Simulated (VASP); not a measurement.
# Al3N2 (Pm-3m) in VASP: a series of runs, part 2 of 2

VASP 6.6.1. Earlier steps stand in the parts before.

## Step 4: Relaxation of cell and atoms, PBE

This run uses another cell than the first one, of 12.71 Å³/atom.

Contents of INCAR:

```
  ALGO = Normal
  EDIFF = 1E-6
  EDIFFG = -0.01
  ENCUT = 600
  GGA = PE
  IBRION = 2
  ISIF = 3
  ISMEAR = 0
  LASPH = T
  LCHARG = F
  LREAL = F
  LWAVE = F
  NELM = 100
  NSW = 100
  PREC = Accurate
  SIGMA = 0.1
```

Contents of KPOINTS:

```
k-points
0
Gamma
  10 10 10
```

Contents of POSCAR:

```
Al3N2
1.0
    3.9909292501      0.0000000000      0.0000000000
    0.0000000000      3.9909292501      0.0000000000
    0.0000000000      0.0000000000      3.9909292501
Al N
3 2
Direct
    0.5000000000      0.0000000000      0.0000000000
    0.0000000000      0.5000000000      0.0000000000
    0.0000000000      0.0000000000      0.5000000000
    0.5000000000      0.5000000000      0.5000000000
    0.0000000000      0.0000000000      0.0000000000
```

Potentials or basis: VASP PAW PBE potentials, release 64 (Al, N).

The run is started by

```console
> cat potpaw_PBE.64/Al/POTCAR potpaw_PBE.64/N/POTCAR > POTCAR
> mpirun -np 1 vasp_std > vasp.out
```

OUTCAR:

```text
EDIFF = 1E-6
   EDIFFG = -0.01
   ENCUT = 600
   GGA = PE
   IBRION = 2
   ISIF = 3
   ISMEAR = 0
   LASPH = T
   LREAL = F
   NELM = 100
   NSW = 100
   PREC = Accurate

 ion  position               nearest neighbor table
   1  0.500  0.000  0.000-   5 2.00   5 2.00   2 2.82   3 2.82   2 2.82   2 2.82   3 2.82   3 2.82
                             3 2.82   2 2.82
   2  0.000  0.500  0.000-   5 2.00   5 2.00   1 2.82   3 2.82   1 2.82   3 2.82   3 2.82   3 2.82
                             1 2.82   1 2.82
   3  0.000  0.000  0.500-   5 2.00   5 2.00   1 2.82   1 2.82   2 2.82   2 2.82   2 2.82   2 2.82
                             1 2.82   1 2.82
   4  0.500  0.500  0.500-
   5  0.000  0.000  0.000-   1 2.00   2 2.00   3 2.00   3 2.00   2 2.00   1 2.00

  LATTYP: Found a simple cubic cell.
 ALAT       =     3.9909292501

  Lattice vectors:

 A1 = (   3.9909292501,   0.0000000000,   0.0000000000)
 A2 = (   0.0000000000,   3.9909292501,   0.0000000000)
 A3 = (   0.0000000000,   0.0000000000,   3.9909292501)

Analysis of symmetry for initial positions (statically):
=====================================================================
 Subroutine PRICEL returns:
 Original cell was already a primitive cell.

 Routine SETGRP: Setting up the symmetry group for a
 simple cubic supercell.

[... 251 lines left out ...]

 number of electron      19.0000003 magnetization

 Free energy of the ion-electron system (eV)
  ---------------------------------------------------
  ext. energy  EPLUGINS =         0.00000000
  ---------------------------------------------------
  free energy    TOTEN  =       -24.35610075 eV

  energy without entropy =      -24.34435143  energy(sigma->0) =      -24.35022609

 E-fermi :   8.3075     XC(G=0): -10.6565

 val. band max:        8.3073921355   @ k =   0.4000   0.4000   0.3000
 cond. band min:       8.3211484012   @ k =   0.5000   0.2000   0.0000
 fundamental gap:      0.0137562656
 Fermi energy:         8.3075110115

 k-point     1 :       0.0000    0.0000    0.0000
  band No.  band energies     occupation
      1     -10.2828      2.00000
      2      -5.4934      2.00000
      3       0.4284      2.00000
      4       0.4284      2.00000
      5       0.4284      2.00000
      6       4.0088      2.00000
      7       5.7443      2.00000
      8       5.7443      2.00000
      9       5.7443      2.00000
     10       6.7724      2.00000
     11       6.7724      2.00000
     12      13.3796      0.00000
     13      13.3796      0.00000
[... 354 lines left out ...]
  band No.  band energies     occupation
      1     -10.0399      2.00000
      2      -5.5764      2.00000
      3      -0.4190      2.00000
      4       0.4027      2.00000
      5       0.4558      2.00000
      6       3.0439      2.00000
      7       5.0625      2.00000
      8       5.3686      2.00000
      9       7.1302      2.00000
     10       8.1085      1.99512
     11       9.2587      0.00000
     12      10.4159      0.00000
     13      10.9492      0.00000

 [... further k-points ...]

------------------------ aborting loop because EDIFF is reached ----------------------------------------

  FORCE on cell =-STRESS in cart. coord.  units (eV):
  Direction    XX          YY          ZZ          XY          YZ          ZX
  --------------------------------------------------------------------------------------
  -------------------------------------------------------------------------------------
  Total        0.0012067      0.0012067      0.0012067      0.0000000     -0.0000000      0.0000000
  in kB        0.0306875      0.0306875      0.0306875      0.0000000     -0.0000000      0.0000000
  external PRESSURE =       0.0306875 kB  Pullay stress =       0.0000000 kB
[... 20 lines left out ...]
  FREE ENERGIE OF THE ION-ELECTRON SYSTEM (eV)
  ---------------------------------------------------
  free  energy   TOTEN  =       -24.3561007472 eV

  energy  without entropy=      -24.3443514345  energy(sigma->0) =      -24.35022609

 reached required accuracy - stopping structural energy minimisation
```

CONTCAR:

```text
Al3N2
   1.00000000000000
     3.9790302386565388    0.0000000000000000    0.0000000000000000
     0.0000000000000000    3.9790302386565388    0.0000000000000000
    -0.0000000000000000   -0.0000000000000000    3.9790302386565388
  Al              N
     3     2
Direct
     0.5000000000000000    0.0000000000000000    0.0000000000000000
     0.0000000000000000    0.5000000000000000    0.0000000000000000
     0.0000000000000000    0.0000000000000000    0.5000000000000000
     0.5000000000000000    0.5000000000000000    0.5000000000000000
     0.0000000000000000    0.0000000000000000    0.0000000000000000

  0.00000000E+00  0.00000000E+00  0.00000000E+00
  0.00000000E+00  0.00000000E+00  0.00000000E+00
  0.00000000E+00  0.00000000E+00  0.00000000E+00
  0.00000000E+00  0.00000000E+00  0.00000000E+00
  0.00000000E+00  0.00000000E+00  0.00000000E+00
```

Wall time 2.3 min (1 thread of Intel Xeon 8259CL, shared host); peak memory 0.21 GiB.

What came out:

```
Free energy                           : -24.3561 eV
Relaxed volume                        : 12.60 Å³/atom
Relaxed cell                          : a = 3.979 Å, b = 3.979 Å, c = 3.979 Å, α = 90.00°, β = 90.00°, γ = 90.00°
Space group after relaxing (to 0.1 Å) : Pm-3m (No. 221)
Energy gained by relaxing             : 0.4 meV/atom
Ionic steps                           : 3
Pressure after relaxing               : 0.0 GPa
Band gap on the k mesh                : zero (an odd number of electrons rules out a gap without spin polarisation)
```

Step by step:
```csv
step,energy change (eV),largest force (eV/Å),pressure (GPa),volume (Å³)
1,0.0000,0.0000,-1.01,63.57
2,-0.0016,0.0000,0.31,62.83
3,-0.0018,0.0000,0.00,63.00
```

Final structure:
```yaml
crystal:
  lattice:
    - [3.97903, 0.00000, 0.00000]
    - [0.00000, 3.97903, 0.00000]
    - [0.00000, 0.00000, 3.97903]
  atoms:
    - { symbol: Al, position: [0.50000, 0.00000, 0.00000] }
    - { symbol: Al, position: [0.00000, 0.50000, 0.00000] }
    - { symbol: Al, position: [0.00000, 0.00000, 0.50000] }
    - { symbol: N, position: [0.50000, 0.50000, 0.50000] }
    - { symbol: N, position: [0.00000, 0.00000, 0.00000] }
```

## Step 5: Overview

| task | cell | k mesh | cutoff (eV) | gap on the mesh (eV) | pressure (GPa) |
| --- | --- | --- | --- | --- | --- |
| single point | a = 5.000 Å, 5 atoms | 4 × 4 × 4 | 520 | none | -15.5 |
| single point | a = 3.981 Å, 5 atoms | 10 × 10 × 10 | 520 | none | -0.1 |
| relaxation of cell and atoms | relaxed from a = 3.991 Å, 5 atoms | 10 × 10 × 10 | 600 | none | 0.0 |

Alike in all rows: level PBE; potentials or basis VASP PAW PBE potentials, release 64 (Al, N); no spin polarisation; smearing gaussian 0.1 eV.

Caveats: the cell stands under tension (at least some runs).

Total energies depend on the potentials used, so only differences within one code and one set of settings carry meaning.

The gap in the log of VASP goes by the Fermi energy; the results here count the filled bands.